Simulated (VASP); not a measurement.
# MoH5 (P4/mmm) in VASP: a series of runs

MoH5 is run at these levels: PBE; tasks: single point.

Program: VASP 6.6.1. These are calculated values, not measurements. Logs are shortened: lines on timing, memory, paths and dates and some standing lists are left out, and cuts for length are marked.

### 1 The cell of the first run

The structure is tetragonal, space group P4/mmm (No. 123). Conventional cell: a = 3.051 Å, b = 3.051 Å, c = 3.443 Å, α = 90.00°, β = 90.00°, γ = 90.00°. H (site symmetry mmm) has 6 H at 1.53 to 1.98 Å within 2.0 Å. Within 1.3 Å of H (site symmetry 4mm) lie 1 H at 0.93 Å. Within 2.0 Å of H (site symmetry 4/mmm) lie 4 H at 1.53 Å and 2 Mo at 1.72 Å. Within 2.3 Å of Mo (site symmetry 4/mmm) lie 18 H at 1.72 to 2.30 Å.

### 2 Single point, PBE

INCAR

```
SYSTEM = MoH5
PREC     = Accurate       ! precision mode
ENCUT    = 520            ! plane-wave cutoff, eV
EDIFF    = 1E-7           ! SCF threshold, eV
ISMEAR   = 0              ! smearing method
SIGMA    = 0.1            ! smearing width, eV
LREAL    = .FALSE.        ! projectors in reciprocal space
LASPH    = .TRUE.         ! aspherical terms in the spheres
NELM     = 60             ! most SCF steps
ALGO     = Normal         ! electronic algorithm
ISIF     = 2              ! what is computed and relaxed
LWAVE    = .FALSE.        ! write WAVECAR
LCHARG   = .TRUE.         ! write CHGCAR
GGA      = PE             ! functional
LELF     = .TRUE.         ! ELF
LVHAR    = .TRUE.       
NBANDS   = 18             ! bands
```

KPOINTS

```
Automatic mesh
0
G
  6 6 4
  0 0 0
```

POSCAR

```
MoH5
1.0
    3.0506371433      0.0000000000      0.0000000000
    0.0000000000      3.0506371433      0.0000000000
    0.0000000000      0.0000000000      3.4426075391
H Mo
5 1
Direct
    0.0000000000      0.5000000000      0.5000000000
    0.5000000000      0.0000000000      0.5000000000
    0.0000000000      0.0000000000      0.8652603752
    0.0000000000      0.0000000000      0.1347396248
    0.5000000000      0.5000000000      0.5000000000
    0.5000000000      0.5000000000      0.0000000000
```

Potentials or basis: VASP PAW PBE potentials, release 64 (H, Mo_sv).

Started as:

```sh
cat potpaw_PBE.64/H/POTCAR potpaw_PBE.64/Mo_sv/POTCAR > POTCAR
mpirun -np 1 vasp_std > vasp.out
```

OUTCAR:

```text
SYSTEM = MoH5
   PREC = Accurate
   ENCUT = 520
   EDIFF = 1E-7
   ISMEAR = 0
   LREAL = .FALSE.
   LASPH = .TRUE.
   NELM = 60
   ISIF = 2
   GGA = PE

 ion  position               nearest neighbor table
   1  0.000  0.500  0.500-
   2  0.500  0.000  0.500-
   3  0.000  0.000  0.865-
   4  0.000  0.000  0.135-
   5  0.500  0.500  0.500-   6 1.72   6 1.72
   6  0.500  0.500  0.000-   5 1.72   5 1.72

  LATTYP: Found a simple tetragonal cell.
 ALAT       =     3.0506371433
 C/A-ratio  =     1.1284880428

  Lattice vectors:

 A1 = (   3.0506371433,   0.0000000000,   0.0000000000)
 A2 = (   0.0000000000,   3.0506371433,   0.0000000000)
 A3 = (   0.0000000000,   0.0000000000,   3.4426075391)

Analysis of symmetry for initial positions (statically):
=====================================================================
 Subroutine PRICEL returns:
 Original cell was already a primitive cell.

 Routine SETGRP: Setting up the symmetry group for a
 simple tetragonal supercell.

 Subroutine GETGRP returns: Found 16 space group operations
 (whereof 16 operations were pure point group operations)
 out of a pool of 16 trial point group operations.

The static configuration has the point symmetry D_4h.

Analysis of symmetry for dynamics (positions and initial velocities):
=====================================================================
 Subroutine PRICEL returns:
 Original cell was already a primitive cell.

 Routine SETGRP: Setting up the symmetry group for a
 simple tetragonal supercell.

 Subroutine GETGRP returns: Found 16 space group operations
 (whereof 16 operations were pure point group operations)
 out of a pool of 16 trial point group operations.

The dynamic configuration has the point symmetry D_4h.

 Subroutine INISYM returns: Found 16 space group operations
 (whereof 16 operations are pure point group operations),
 and found     1 'primitive' translations

----------------------------------------------------------------------------------------

                                     Primitive cell

  volume of cell :      32.0382

  direct lattice vectors                    reciprocal lattice vectors
     3.050637143  0.000000000  0.000000000     0.327800375  0.000000000  0.000000000
     0.000000000  3.050637143  0.000000000     0.000000000  0.327800375  0.000000000
     0.000000000  0.000000000  3.442607539     0.000000000  0.000000000  0.290477491

  length of vectors
     3.050637143  3.050637143  3.442607539     0.327800375  0.327800375  0.290477491

  position of ions in fractional coordinates (direct lattice)
     0.000000000  0.500000000  0.500000000
     0.500000000  0.000000000  0.500000000
     0.000000000  0.000000000  0.865260375
     0.000000000  0.000000000  0.134739625
     0.500000000  0.500000000  0.500000000
     0.500000000  0.500000000  0.000000000

  ion indices of the primitive-cell ions
   primitive index   ion index
                 1           1
                 2           2
                 3           3
                 4           4
                 5           5
                 6           6

----------------------------------------------------------------------------------------

 KPOINTS: Automatic mesh

Automatic generation of k-mesh.
 Grid dimensions read from file:
 generate k-points for:    6    6    4

 Generating k-lattice:

  Cartesian coordinates                     Fractional coordinates (reciprocal lattice)
     0.054633396  0.000000000  0.000000000     0.166666667  0.000000000  0.000000000
     0.000000000  0.054633396  0.000000000     0.000000000  0.166666667  0.000000000
     0.000000000  0.000000000  0.072619373     0.000000000  0.000000000  0.250000000

  Length of vectors
     0.054633396  0.054633396  0.072619373

  Shift w.r.t. Gamma in fractional coordinates (k-lattice)
     0.000000000  0.000000000  0.000000000

 Subroutine IBZKPT returns following result:
 ===========================================

 Found     30 irreducible k-points:

 Following reciprocal coordinates:
            Coordinates               Weight
  0.000000  0.000000  0.000000      1.000000
  0.166667  0.000000  0.000000      4.000000
  0.333333  0.000000  0.000000      4.000000
  0.500000  0.000000  0.000000      2.000000
  0.166667  0.166667  0.000000      4.000000
  0.333333  0.166667  0.000000      8.000000
[... 16 lines left out ...]
  0.333333  0.000000  0.500000      4.000000
  0.500000  0.000000  0.500000      2.000000
 [... further k-points ...]
   k-points           NKPTS =     30   k-points in BZ     NKDIM =     30   number of bands    NBANDS=     18
   number of dos      NEDOS =    301   number of ions     NIONS =      6
   total plane-waves  NPLWV =  16128
   dimension x,y,z NGX =    24 NGY =   24 NGZ =   28
   dimension x,y,z NGXF=    48 NGYF=   48 NGZF=   56
   ions per type =               5   1
   NGX,Y,Z   is equivalent  to a cutoff of  13.08, 13.08, 13.52 a.u.
   NGXF,Y,Z  is equivalent  to a cutoff of  26.16, 26.16, 27.04 a.u.
 SYSTEM =  MoH5
   PREC   = accura    normal or accurate (medium, high low for compatibility)
   ISTART =      0    job   : 0-new  1-cont  2-samecut
   ICHARG =      2    charge: 1-file 2-atom 10-const
   ISPIN  =      1    spin polarized calculation?
   LNONCOLLINEAR =      F non collinear calculations
   LSORBIT =      F    spin-orbit coupling
   LASPH  =      T    aspherical Exc in radial PAW
   ENCUT  =  520.0 eV  38.22 Ry    6.18 a.u.   5.67  5.67  6.40*2*pi/ulx,y,z
   NELM   =     60;   NELMIN=  2; NELMDL= -5     # of ELM steps
   EDIFF  = 0.1E-06   stopping-criterion for ELM
   LREAL  =      F    real-space projection
   EDIFFG = 0.1E-05   stopping-criterion for IOM
   NSW    =      0    number of steps for IOM
   IBRION =     -1    ionic relax: 0-MD 1-quasi-New 2-CG
   NFREE  =      0    steps in history (QN), initial steepest desc. (CG)
   ISIF   =      2    stress and relaxation
   ISYM   =      2    0-nonsym 1-usesym 2-fastsym
   POTIM  = 0.5000    time-step for ionic-motion
   TEBEG  =    0.0;   TEEND  =   0.0 temperature during run
   PSTRESS=    0.0 pullay stress
   NELECT =      19.0000    total number of electrons
   NUPDOWN=      -1.0000    fix difference up-down
   EMIN   =  10.00;   EMAX   =-10.00  energy-range for DOS
   EFERMI =   0.00;   METHOD = LEGACY
   ISMEAR =     0;   SIGMA  =   0.10  broadening in eV -4-tet -1-fermi 0-gaus
   EFERMI_NEDOS =   21; number of points for ismear=-14 and -15
   IALGO  =     38    algorithm
   IMIX   =      4    mixing-type and parameters
     AMIX     =   0.40;   BMIX     =  1.00
     AMIX_MAG =   1.60;   BMIX_MAG =  1.00
  volume/ion in A,a.u.               =       5.34        36.03
  Fermi-wavevector in a.u.,A,eV,Ry     =   1.375424  2.599174 25.739369  1.891790
  Thomas-Fermi vector in A             =   2.500761
   LORBIT       =      0    0 simple, 1 ext, 2 COOP (PROOUT), +10 PAW based schemes
   GGA     = PE    functional components
   LHFCALC =     F    Hartree Fock is set to
   AEXX    =    0.0000 exact exchange contribution
   IVDW    =     0    specifies the selected vdW correction
   LEPSILON=     F    determine dielectric tensor
   LRPA    =     F    only Hartree local field effects (RPA)
 non-spin polarized calculation
 Gauss-broadening in eV      SIGMA  =   0.10
  energy-cutoff  :      520.00
  volume of cell :       32.04
 maximum number of plane-waves:       884
 NGX is ok and might be reduce to    24
   NGX = 11   NGY = 11   NGZ = 13

 number of electron      19.0000003 magnetization

 Free energy of the ion-electron system (eV)
  ---------------------------------------------------
  ext. energy  EPLUGINS =         0.00000000
  ---------------------------------------------------
  free energy    TOTEN  =       -23.27826703 eV

  energy without entropy =      -23.26907639  energy(sigma->0) =      -23.27367171

 E-fermi :   7.7053     XC(G=0): -11.8207

 val. band max:        7.6503587129   @ k =   0.1667   0.0000   0.2500
 cond. band min:       7.7147594414   @ k =   0.5000   0.1667   0.5000
 fundamental gap:      0.0644007285
 Fermi energy:         7.7052519547

 k-point     1 :       0.0000    0.0000    0.0000
  band No.  band energies     occupation
      1     -53.4625      2.00000
      2     -27.7739      2.00000
      3     -27.3255      2.00000
      4     -27.3255      2.00000
      5      -5.7521      2.00000
      6      -1.3611      2.00000
[... 10 lines left out ...]
     17      22.5249      0.00000
     18      22.8298      0.00000

 k-point     2 :       0.1667    0.0000    0.0000
  band No.  band energies     occupation
      1     -53.4545      2.00000
      2     -27.7646      2.00000
      3     -27.4250      2.00000
      4     -27.3168      2.00000
      5      -5.3053      2.00000
      6      -1.2043      2.00000
[... 10 lines left out ...]
     17      21.7134      0.00000
     18      21.8370      0.00000

 k-point     3 :       0.3333    0.0000    0.0000
  band No.  band energies     occupation
      1     -53.4384      2.00000
      2     -27.7460      2.00000
      3     -27.6194      2.00000
      4     -27.2994      2.00000
      5      -4.0838      2.00000
      6      -1.2471      2.00000
[... 10 lines left out ...]
     17      20.3737      0.00000
     18      21.5756      0.00000

 k-point     4 :       0.5000    0.0000    0.0000
  band No.  band energies     occupation
      1     -53.4304      2.00000
      2     -27.7367      2.00000
      3     -27.7146      2.00000
      4     -27.2907      2.00000
      5      -2.4489      2.00000
      6      -2.4427      2.00000
[... 375 lines left out ...]
      4     -27.3072      2.00000
      5      -2.6710      2.00000
      6      -2.3057      2.00000
[... 10 lines left out ...]
     17      20.1033      0.00000
     18      21.0602      0.00000

 k-point    23 :       0.3333    0.0000    0.5000
  band No.  band energies     occupation
      1     -53.4280      2.00000
      2     -27.9485      2.00000
      3     -27.6022      2.00000
      4     -27.2901      2.00000
      5      -1.6785      2.00000
      6      -1.4743      2.00000
[... 10 lines left out ...]
     17      20.6512      0.00000
     18      23.3146      0.00000

 k-point    24 :       0.5000    0.0000    0.5000
  band No.  band energies     occupation
      1     -53.4201      2.00000
      2     -27.9357      2.00000
      3     -27.6951      2.00000
      4     -27.2816      2.00000
      5      -1.0443      2.00000
      6      -0.2916      2.00000
[... 10 lines left out ...]
     17      20.3615      0.00000
     18      24.9444      0.00000

 [... further k-points ...]
[... 5 lines left out ...]
  --------------------------------------------------------------------------------------
  -------------------------------------------------------------------------------------
  Total       -0.0909311     -0.0909311      0.0067787      0.0000000      0.0000000      0.0000000
  in kB       -4.5473098     -4.5473098      0.3389922      0.0000000      0.0000000      0.0000000
  external PRESSURE =      -2.9185425 kB  Pullay stress =       0.0000000 kB

 VOLUME and BASIS-vectors are now :
 -----------------------------------------------------------------------------
  energy-cutoff  :      520.00
  volume of cell :       32.04
      direct lattice vectors                 reciprocal lattice vectors
     3.050637143  0.000000000  0.000000000     0.327800375  0.000000000  0.000000000
     0.000000000  3.050637143  0.000000000     0.000000000  0.327800375  0.000000000
     0.000000000  0.000000000  3.442607539     0.000000000  0.000000000  0.290477491

 POSITION                                       TOTAL-FORCE (eV/Angst)
 -----------------------------------------------------------------------------------
      0.00000      1.52532      1.72130         0.000000      0.000000     -0.000000
      1.52532      0.00000      1.72130         0.000000      0.000000     -0.000000
      0.00000      0.00000      2.97875         0.000000     -0.000000     -0.013517
      0.00000      0.00000      0.46386        -0.000000      0.000000      0.013517
      1.52532      1.52532      1.72130         0.000000      0.000000     -0.000000
      1.52532      1.52532      0.00000         0.000000      0.000000     -0.000000
 -----------------------------------------------------------------------------------
    total drift:                                0.000000     -0.000000     -0.000000

  FREE ENERGIE OF THE ION-ELECTRON SYSTEM (eV)
  ---------------------------------------------------
  free  energy   TOTEN  =       -23.2782670288 eV

  energy  without entropy=      -23.2690763857  energy(sigma->0) =      -23.27367171
```

Wall time 8.6 s (1 thread of Intel Xeon Platinum 8559C (Emerald Rapids), shared host); peak memory 0.15 GiB.

What came out:

| Quantity | Value |
| --- | --- |
| Free energy | -23.2783 eV |
| Pressure | -0.3 GPa |
| Largest force | 0.014 eV/Å |

Forces in eV/Å, atoms in the order of the input:
```
H    0.000  0.000  0.000
H    0.000  0.000  0.000
H    0.000  0.000 -0.014
H    0.000  0.000  0.014
H    0.000  0.000  0.000
Mo   0.000  0.000  0.000
```

Stress tensor (GPa, compression positive):
```
-0.45  0.00  0.00
 0.00 -0.45  0.00
 0.00  0.00  0.03
```

Levels at points of the mesh, in eV from the Fermi level:
```tsv
k point	band 5	band 6	band 7	band 8	band 9	band 10	band 11	band 12	band 13	band 14
(0.00, 0.00, 0.00)	-13.46	-9.07	-4.23	0.62	0.62	1.29	1.47	2.01	3.21	6.81
(0.50, 0.00, 0.00)	-10.15	-10.15	-4.19	-2.61	-2.55	-0.92	0.87	2.79	6.46	7.37
(0.50, 0.50, 0.00)	-10.58	-8.07	-4.61	-4.61	-1.26	-1.26	2.72	3.95	4.30	5.53
(0.00, 0.00, 0.50)	-10.80	-10.29	-2.85	-0.72	-0.72	0.10	0.25	1.37	1.46	6.61
(0.50, 0.00, 0.50)	-8.75	-8.00	-7.50	-3.22	-0.68	-0.22	0.67	3.11	3.90	5.00
(0.50, 0.50, 0.50)	-10.02	-6.39	-6.39	-4.15	-0.38	0.73	2.77	3.67	3.67	4.21
```

Caveat: the k points lie up to 0.46 Å⁻¹ apart.

### 3 Single point, PBE

This run uses another cell than the first one, of 5.29 Å³/atom, 0.991 times its volume.

INCAR

```
PREC = Accurate
ENCUT = 520
EDIFF = 1E-7
ISMEAR = 0
SIGMA = 0.1
LREAL = F
LASPH = T
NELM = 100
ALGO = Normal
ISIF = 2
LWAVE = F
LCHARG = F
GGA = PE
NBANDS = 18
```

KPOINTS

```
regular mesh
0
Gamma
  6 6 6
```

POSCAR

```
MoH5
1.0
    3.0293150294      0.0000000000      0.0000000000
    0.0000000000      3.0293150294      0.0000000000
    0.0000000000      0.0000000000      3.4610070799
H Mo
5 1
Direct
    0.0000000000      0.5000000000      0.5000000000
    0.5000000000      0.0000000000      0.5000000000
    0.0000000000      0.0000000000      0.8627688729
    0.0000000000      0.0000000000      0.1372311271
    0.5000000000      0.5000000000      0.5000000000
    0.5000000000      0.5000000000      0.0000000000
```

Potentials or basis: VASP PAW PBE potentials, release 64 (H, Mo_sv).

Started as:

```sh
cat potpaw_PBE.64/H/POTCAR potpaw_PBE.64/Mo_sv/POTCAR > POTCAR
mpirun -np 1 vasp_std > vasp.out
```

Run time: 9.8 s. Hardware: 1 thread of Intel Xeon Platinum 8559C (Emerald Rapids), shared host; peak memory 0.15 GiB.

It converged, with:

```
Free energy   : -23.2849 eV
Pressure      : 0.1 GPa
Largest force : 0.008 eV/Å
```

Forces on the atoms (eV/Å):
```
H    0.000  0.000  0.000
H    0.000  0.000  0.000
H    0.000  0.000  0.008
H    0.000  0.000 -0.008
H    0.000  0.000  0.000
Mo   0.000  0.000  0.000
```

Stress tensor (GPa, compression positive):
```
-0.04  0.00  0.00
 0.00 -0.04  0.00
 0.00  0.00  0.36
```

Levels at points of the mesh, in eV from the Fermi level:
```csv
k point,band 5,band 6,band 7,band 8,band 9,band 10,band 11,band 12,band 13,band 14
"(0.00, 0.00, 0.00)",-13.44,-9.00,-4.15,0.70,0.70,1.28,1.42,2.30,3.28,7.02
"(0.50, 0.00, 0.00)",-10.10,-10.04,-4.10,-2.63,-2.50,-0.85,0.97,2.93,6.60,7.33
"(0.50, 0.50, 0.00)",-10.51,-7.95,-4.52,-4.52,-1.26,-1.26,2.89,4.10,4.16,5.69
"(0.00, 0.00, 0.50)",-10.74,-10.35,-2.84,-0.59,-0.59,0.24,0.26,1.49,1.51,6.94
"(0.50, 0.00, 0.50)",-8.60,-8.00,-7.50,-3.19,-0.62,-0.08,0.69,3.32,3.94,5.17
"(0.50, 0.50, 0.50)",-9.96,-6.33,-6.33,-4.11,-0.44,0.79,2.94,3.81,3.81,4.42
```

### 4 Single point, PBE

This run uses another cell than the first one, of 9.28 Å³/atom, 1.737 times its volume.

INCAR

```
PREC = Accurate ; ENCUT = 520
EDIFF = 1E-7 ; ISMEAR = 0
SIGMA = 0.1 ; LREAL = False
LASPH = True ; NELM = 80
ALGO = Normal ; ISIF = 2
LWAVE = False ; LCHARG = False
GGA = PE ; NBANDS = 18
```

KPOINTS

```
Automatic mesh
0
Gamma
  6 6 4
```

POSCAR

```
MoH5
1.0
    3.6384385600      0.0000000000      0.0000000000
    0.0000000000      3.6384385600      0.0000000000
    0.0000000000      0.0000000000      4.2039072600
H Mo
5 1
Direct
    0.0000000000      0.5000000000      0.5000000000
    0.5000000000      0.0000000000      0.5000000000
    0.0000000000      0.0000000000      0.6689917400
    0.0000000000      0.0000000000      0.3310082600
    0.5000000000      0.5000000000      0.5000000000
    0.5000000000      0.5000000000      0.0000000000
```

Started as:

```sh
cat potpaw_PBE.64/H/POTCAR potpaw_PBE.64/Mo_sv/POTCAR > POTCAR
mpirun -np 1 vasp_std > vasp.out
```

Run time: 15 s. Hardware: 1 thread of Intel Xeon Platinum 8559C (Emerald Rapids), shared host; peak memory 0.17 GiB.

It converged, with:

| Quantity | Value |
| --- | --- |
| Free energy | -18.4673 eV |
| Pressure | -28.3 GPa |
| Largest force | 0.242 eV/Å |

Forces on the atoms (eV/Å):
```
H    0.000  0.000  0.000
H    0.000  0.000  0.000
H    0.000  0.000 -0.242
H    0.000  0.000  0.242
H    0.000  0.000  0.000
Mo   0.000  0.000  0.000
```

Stress tensor (GPa, compression positive):
```
-23.16   0.00   0.00
  0.00 -23.16   0.00
  0.00   0.00 -38.63
```

Levels at points of the mesh, in eV from the Fermi level:
```tsv
k point	band 7	band 8	band 9	band 10	band 11	band 12
(0.00, 0.00, 0.00)	-2.09	0.23	0.23	0.56	0.66	0.76
(0.50, 0.00, 0.00)	-1.90	-1.27	-0.14	0.33	1.12	1.16
(0.50, 0.50, 0.00)	-3.00	-3.00	-0.53	-0.53	0.23	1.04
(0.00, 0.00, 0.50)	-1.27	-1.14	-0.21	-0.21	-0.15	0.08
(0.50, 0.00, 0.50)	-1.39	-1.30	-0.06	-0.02	0.08	0.09
(0.50, 0.50, 0.50)	-3.67	-2.99	-2.32	0.16	1.06	1.81
```

Caveat: the k points lie up to 0.37 Å⁻¹ apart.

### 5 Overview

| cell | k mesh | gap on the mesh (eV) | pressure (GPa) | largest force (eV/Å) |
| --- | --- | --- | --- | --- |
| a = 3.051, b = 3.051, c = 3.443 Å, 6 atoms | 6 × 6 × 4 | none | -0.3 | 0.01 |
| a = 3.029, b = 3.029, c = 3.461 Å, 6 atoms | 6 × 6 × 6 | none | 0.1 | 0.01 |
| a = 3.638, b = 3.638, c = 4.204 Å, 6 atoms | 6 × 6 × 4 | none | -28.3 | 0.24 |

Alike in all rows: task single point; level PBE; potentials or basis VASP PAW PBE potentials, release 64 (H, Mo_sv); no spin polarisation; cutoff (eV) 520; smearing gaussian 0.1 eV.

Caveats: some runs use coarse meshes.

Total energies depend on the potentials used, so only differences within one code and one set of settings carry meaning.
